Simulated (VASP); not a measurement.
LiW: relaxation of cell and atoms with PBE

The system is LiW.

```
CELL_PARAMETERS angstrom
1.51168 -2.16791 0.00000
1.51168 2.16791 0.00000
0.00000 0.00000 4.20842
ATOMIC_POSITIONS crystal
Li 0.50000 0.50000 0.50000
W 0.00000 0.00000 0.00000
```

The cell was built from a structure type or drawn by symmetry, and may not be a known phase.

```
Program                : VASP 6.6.1
Task                   : relaxation of cell and atoms
Functional             : PBE
Potentials or basis    : VASP PAW PBE potentials, release 64 (Li_sv, W_sv)
Cutoff                 : 750 eV
k mesh                 : 8 × 8 × 4
Occupations            : gaussian, width 0.1 eV
Spin                   : no spin polarisation
Dipole correction      : no
Further INCAR settings : ALGO = Normal; EDIFF = 1e-07; IBRION = 2; EDIFFG = -0.04; NSW = 90; ISIF = 3
```

| Item | Value |
| --- | --- |
| Relaxed volume | 15.82 Å³/atom |
| Relaxed cell | a = 2.628 Å, b = 2.628 Å, c = 4.986 Å, α = 90.00°, β = 90.00°, γ = 113.30° |
| Space group after relaxing (to 0.1 Å) | Cmmm (No. 65) |
| Energy gained by relaxing | 199.1 meV/atom |
| Ionic steps | 10 |
| Pressure after relaxing | 0.0 GPa |
| Band gap on the k mesh | zero (an odd number of electrons rules out a gap without spin polarisation) |

Stress tensor (GPa, compression positive):
```
-0.04  0.00  0.00
 0.00  0.07  0.00
 0.00  0.00 -0.03
```

The path:
| step | energy change (eV) | largest force (eV/Å) | pressure (GPa) | volume (Å³) |
| --- | --- | --- | --- | --- |
| 1 | 0.0000 | 0.0000 | 8.52 | 27.58 |
| 2 | -0.2827 | 0.0000 | -0.55 | 30.52 |
| 3 | -0.3185 | 0.0000 | -4.19 | 32.41 |
| 4 | -0.3495 | 0.0000 | 4.45 | 31.41 |
| 5 | -0.3670 | 0.0000 | 0.99 | 31.77 |
| 6 | -0.3902 | 0.0000 | 0.30 | 31.82 |
| 7 | -0.3951 | 0.0000 | 0.38 | 31.82 |
| 8 | -0.3965 | 0.0000 | -1.44 | 31.98 |
| 9 | -0.3974 | 0.0000 | -0.76 | 31.92 |
| 10 | -0.3982 | 0.0000 | 0.00 | 31.63 |

Final structure:
```
Li W
1.0
     1.44487   -2.19528    0.00000
     1.44487    2.19528    0.00000
     0.00000    0.00000    4.98646
Li W
1 1
Direct
  0.50000 0.50000 0.50000
  0.00000 0.00000 0.00000
```

Levels at points of the mesh, in eV from the Fermi level:
| k point | band 6 | band 7 | band 8 | band 9 | band 10 | band 11 | band 12 |
| --- | --- | --- | --- | --- | --- | --- | --- |
| (0.00, 0.00, 0.00) | -7.27 | -3.33 | -1.53 | -0.68 | 1.78 | 3.31 | 4.09 |
| (0.50, 0.00, 0.00) | -4.63 | -3.21 | -1.42 | 1.53 | 2.94 | 5.23 | 6.32 |
| (0.50, 0.50, 0.00) | -4.81 | -2.73 | 0.52 | 0.97 | 1.23 | 6.10 | 7.37 |
| (0.00, 0.00, 0.50) | -7.09 | -2.73 | -2.26 | -1.53 | 1.79 | 3.26 | 4.08 |
| (0.50, 0.00, 0.50) | -4.54 | -3.21 | 0.42 | 0.68 | 1.65 | 2.94 | 5.55 |
| (0.50, 0.50, 0.50) | -4.84 | -3.23 | 0.97 | 1.10 | 3.70 | 4.39 | 5.24 |

It took 66 s on 1 thread of Intel(R) Xeon(R) 6975P-C (Granite Rapids), on a shared host, peak memory 0.2 GiB.

Caveat: the k points lie up to 0.33 Å⁻¹ apart in the final cell, too coarse for converged energies and pressures of a metal; a cell axis changed by over 15 % at a fixed basis, so the end point is rough; spin-orbit coupling is left out, which moves the levels of the heavy elements.
